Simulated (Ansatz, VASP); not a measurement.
## KF in VASP and in Ansatz

File INCAR:

```
PREC = Accurate
ENCUT = 520
EDIFF = 1E-7
ISMEAR = 0
SIGMA = 0.05
LREAL = F
LASPH = T
NELM = 60
ALGO = Normal
ISIF = 2
LWAVE = F
LCHARG = F
NBANDS = 15
```

KPOINTS

```
regular mesh
0
Gamma
  8 8 8
```

File POSCAR:

```
KF
1.0
    3.1611863500      0.0000000000      0.0000000000
    0.0000000000      3.1611863500      0.0000000000
    0.0000000000      0.0000000000      3.2100706750
K F
1 1
Direct
    0.0000000000      0.0000000000      0.0000000000
    0.5000000000      0.5000000000      0.5000000000
```

Input for Ansatz:

```yaml
crystal:
  lattice:
    - [3.16118635, 0.0, 0.0]
    - [0.0, 3.16118635, 0.0]
    - [0.0, 0.0, 3.210070675]
  atoms:
    - { symbol: K, position: [0.0, 0.0, 0.0] }
    - { symbol: F, position: [0.5, 0.5, 0.5] }
basis:
  ecutwfc: "500 eV"
kpoints:
  mp_grid: { grid: [8, 8, 8] }
hamiltonian:
  xc: lda
scf:
  occupations: { method: gaussian, width: 0.05 }
  n_extra_bands: 1
output:
  forces: true
  eigenvalues: true
  stress: true
```

Alike in both runs: task single point; functional LDA; k mesh 8 × 8 × 8; occupations gaussian, width 0.05 eV; no spin polarisation.

```csv
,VASP,Ansatz
version,VASP 6.6.1,Ansatz 0.2.0
potentials or method,"VASP PAW LDA potentials, release 64 (K_sv, F), cutoff 520 eV","scalar-relativistic, plane waves, PAW"
valence electrons in the cell,16,16
```

Ansatz gave:

| Item | Value |
| --- | --- |
| gap on the k mesh at the Fermi level (eV) | 6.45 |
| pressure (GPa) | -3.8 |
| traceless stress, the component that is largest in VASP (GPa) | -0.92 |

Q: Which values does VASP return?

A: gap on the k mesh at the Fermi level (eV): 6.44; pressure (GPa): -3.6; traceless stress, the component that is largest in VASP (GPa): -0.92.

LDA's correlation is that of Perdew and Zunger in VASP and of Perdew and Wang (1992) in Ansatz.
